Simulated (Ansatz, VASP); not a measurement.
**Li in VASP and in Ansatz**

```xyz
1
Lattice="-1.7547 1.7547 1.7547 1.7547 -1.7547 1.7547 1.7547 1.7547 -1.7547" Properties=species:S:1:pos:R:3 pbc="T T T"
Li    0.0000    0.0000    0.0000
```

Alike in both runs: task relaxation of cell and atoms; functional PBE; dispersion D4; k mesh 11 × 11 × 11; occupations fermi-dirac, width 0.05 eV; no spin polarisation.

```csv
,VASP,Ansatz
version,VASP 6.6.1,Ansatz 0.2.0
potentials or method,"VASP PAW PBE potentials, release 64 (Li_sv)",Ansatz PAW
plane-wave cutoff (eV),600,420
valence electrons in the cell,3,3
```

Ansatz gave:

```
relaxed volume (Å³/atom)                                     : 20.02
relaxed cell length with the largest relative difference (Å) : 2.963
```

**Question.** Estimate VASP's values.

**Answer.** Relaxed volume (Å³/atom): 19.82; relaxed cell length with the largest relative difference (Å): 2.953.

Noted on VASP's run: the cutoff is short for stress, so the pressure is rough. Noted on Ansatz's run: the plane-wave basis is chosen anew once the cell has moved, so the energies of steps on either side of that aren't comparable.
